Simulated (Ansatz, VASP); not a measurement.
FeO: VASP beside Ansatz

INCAR

```
SYSTEM = FeO
ALGO = Normal ; EDIFF = 1E-7
ENCUT = 520 ; GGA = PE
ISIF = 2 ; ISMEAR = 0
ISPIN = 2 ; LASPH = .True.
LCHARG = .False. ; LMAXMIX = 4
LORBIT = 11 ; LREAL = .False.
LWAVE = .False. ; MAGMOM = 3.79 0
NBANDS = 18 ; NELM = 150
PREC = Accurate ; SIGMA = 0.05
```

Contents of KPOINTS:

```
k-points
0
Gamma
  14 14 14
  0 0 0
```

File POSCAR:

```
FeO
1.0
    0.0000000000      2.1542589956      2.1542589956
    2.1542589956      0.0000000000      2.1542589956
    2.1542589956      2.1542589956      0.0000000000
Fe O
1 1
Direct
    0.0000000000      0.0000000000      0.0000000000
    0.5000000000      0.5000000000      0.5000000000
```

Input for Ansatz:

```yaml
crystal:
  lattice:
    - [0.0, 2.1542589956, 2.1542589956]
    - [2.1542589956, 0.0, 2.1542589956]
    - [2.1542589956, 2.1542589956, 0.0]
  atoms:
    - { symbol: Fe, position: [0.0, 0.0, 0.0], spin: 3.79 }
    - { symbol: O, position: [0.5, 0.5, 0.5] }
basis:
  ecutwfc: 420
  ecutrho_ratio: 4
kpoints:
  mp_grid: { grid: [14, 14, 14] }
hamiltonian:
  xc: pbe
scf:
  occupations: { method: gaussian, width: 0.05 }
output:
  forces: true
  stress: true
  eigenvalues: true
  populations: true
magnetization:
  spin_polarized: true
```

Alike in both runs: task single point; functional PBE; k mesh 14 × 14 × 14; occupations gaussian, width 0.05 eV; collinear spin.

|  | VASP | Ansatz |
| --- | --- | --- |
| version | VASP 6.6.1 | Ansatz 0.2.0 |
| potentials or method | VASP PAW PBE potentials, release 64 (Fe, O), cutoff 520 eV | scalar-relativistic, plane waves, PAW |
| valence electrons in the cell | 14 | 22 |

|  | VASP | Ansatz | Ansatz less VASP |
| --- | --- | --- | --- |
| gap on the k mesh at the Fermi level (eV) | none | none | - |
| pressure (GPa) | 0.1 | 0.0 | -0.06 |
| net moment per atom (μB) | 2.00 | 2.00 | +0.001 |
| size of the moment on the site where the two differ most (μB) | 3.62 | 3.45 | -0.170 |

Site moments also hang on the region over which each program counts them. A gap of «none» marks a metal or a gap that the smearing closes. With one functional, cell and mesh, what is left measures potentials, basis and numerics. VASP's potentials hold 14 valence electrons a cell and Ansatz's 22, so a difference there can come from the potentials and not from the codes.
